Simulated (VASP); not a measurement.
Write the native input for VASP 6.6.1 that does the following.

```
Task                   : single point
Functional             : PBEsol
Potentials or basis    : VASP PAW PBE potentials, release 64 (Li_sv)
Cutoff                 : 520 eV
k mesh                 : 13 × 13 × 4
Occupations            : fermi-dirac, width 0.1 eV
Spin                   : no spin polarisation
Dipole correction      : no
Further INCAR settings : ALGO = Normal; EDIFF = 1e-06; NBANDS = 14
```

The structure of Li lies in POSCAR:

```
Li
1.0
    2.9745049091      0.0000000000      0.0000000000
   -1.4872524546      2.5759968150      0.0000000000
    0.0000000000      0.0000000000      9.6917716422
Li
4
Direct
    1.0000000000      0.0000000000      1.0000000000
    1.0000000000      1.0000000000      0.5000000000
    0.3333333333      0.6666666667      0.2500000000
    0.6666666667      0.3333333333      0.7500000000
```

This isn't the form of Li at room conditions, which is bcc.

One way to write it, as run:

INCAR

```
SYSTEM = Li
PREC     = Accurate       ! precision mode
ENCUT    = 520            ! plane-wave cutoff, eV
EDIFF    = 1E-6           ! SCF threshold, eV
ISMEAR   = -1             ! smearing method
SIGMA    = 0.1            ! smearing width, eV
LREAL    = .False.        ! projectors in reciprocal space
LASPH    = .True.         ! aspherical terms in the spheres
NELM     = 100            ! most SCF steps
ALGO     = Normal         ! electronic algorithm
ISIF     = 2              ! what is computed and relaxed
LWAVE    = .False.        ! write WAVECAR
LCHARG   = .False.        ! write CHGCAR
GGA      = PS             ! functional
NBANDS   = 14             ! bands
```

KPOINTS

```
regular mesh
0
Gamma
  13 13 4
  0 0 0
```

Potentials or basis: VASP PAW PBE potentials, release 64 (Li_sv).

Run with:

```sh
$ cat potpaw_PBE.64/Li_sv/POTCAR > POTCAR
$ mpirun -np 1 vasp_std > vasp.out
```

Results of the run:

The band gap on the k mesh is zero (bands 6 and 7 overlap by 4.21 eV).

Wall time 100 s on 1 thread of AMD EPYC 7571, with other jobs on the host, peak memory 0.17 GiB.
